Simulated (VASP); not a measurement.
Input of a VASP 6.6.1 run:

INCAR

```
PREC = Accurate ; ENCUT = 520
EDIFF = 1E-6 ; ISMEAR = 0
SIGMA = 0.1 ; LREAL = False
LASPH = True ; NELM = 100
ALGO = Normal ; ISIF = 2
LWAVE = False ; LCHARG = False
LDIPOL = True ; IDIPOL = 3
DIPOL = 0.5 0.5 0.339 ; GGA = PE
NBANDS = 38
```

Contents of KPOINTS:

```
Automatic mesh
0
Gamma
  9 9 1
```

Contents of POSCAR:

```
Ti3N3O
1.0
    3.0028555065      0.0000000000      0.0000000000
    0.0000000000      3.0028555065      0.0000000000
    0.0000000000      0.0000000000     19.7584945265
Ti N O
3 3 1
Direct
    0.5000000000      0.5000000000      0.2024445736
    0.0000000000      0.0000000000      0.3072496201
    0.5000000000      0.4121063166      0.4471177264
    0.0000000000      0.0000000000      0.2024445736
    0.5000000000      0.5000000000      0.3055678856
    0.0000000000     -0.0742834572      0.4045339433
    0.0000000000      0.3750000000      0.5042565219
```

Potentials or basis: VASP PAW PBE potentials, release 64 (Ti_sv, N, O).

The run is started by

```sh
$ cat potpaw_PBE.64/Ti_sv/POTCAR potpaw_PBE.64/N/POTCAR potpaw_PBE.64/O/POTCAR > POTCAR
$ mpirun -np 1 vasp_std > vasp.out
```

**Question.** Predict the largest force.

**Answer.** 2.170 eV/Å.

Forces in eV/Å, atoms in the order of the input:
```
Ti   0.000  0.038  0.945
Ti   0.000 -0.065  2.169
Ti   0.000  0.016 -0.102
N    0.000 -0.092 -1.737
N    0.000 -0.291 -1.402
N    0.000 -0.009  0.019
O    0.000  0.404  0.108
```

Caveat: an odd number of electrons without spin polarisation forces a metal; a magnetic or distorted state may lie lower.
